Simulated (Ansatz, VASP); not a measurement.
# Au: VASP beside Ansatz

```
Au
1.0
     0.00000    2.01131    1.98068
     2.01131    0.00000    1.98068
     2.01131    2.01131    0.00000
Au
1
Direct
  0.00000 0.00000 0.00000
```

Change from the starting cell: strain -0.015 along x and y, -0.030 along z, atoms carried along.

Alike in both runs: task single point; functional PBEsol; k mesh 26 × 26 × 26; occupations gaussian, width 0.15 eV; no spin polarisation.

|  | VASP | Ansatz |
| --- | --- | --- |
| version | VASP 6.6.1 | Ansatz 0.2.0 |
| potentials or method | VASP PAW PBE potentials, release 64 (Au), cutoff 520 eV | scalar-relativistic, plane waves, PAW |
| valence electrons in the cell | 11 | 19 |

Ansatz gave:

| Property | Result |
| --- | --- |
| gap on the k mesh at the Fermi level (eV) | none |
| pressure (GPa) | 12.5 |
| traceless stress, the component that is largest in VASP (GPa) | 0.38 |

**Question.** What did VASP give for the same quantities?

**Answer.** gap on the k mesh at the Fermi level (eV): none; pressure (GPa): 12.2; traceless stress, the component that is largest in VASP (GPa): 0.38.

VASP's potentials were made for PBE, not for PBEsol. A gap of «none» marks a metal or a gap that the smearing closes. VASP's potentials hold 11 valence electrons a cell and Ansatz's 19, so a difference there can come from the potentials and not from the codes.

Spin-orbit coupling is off throughout.
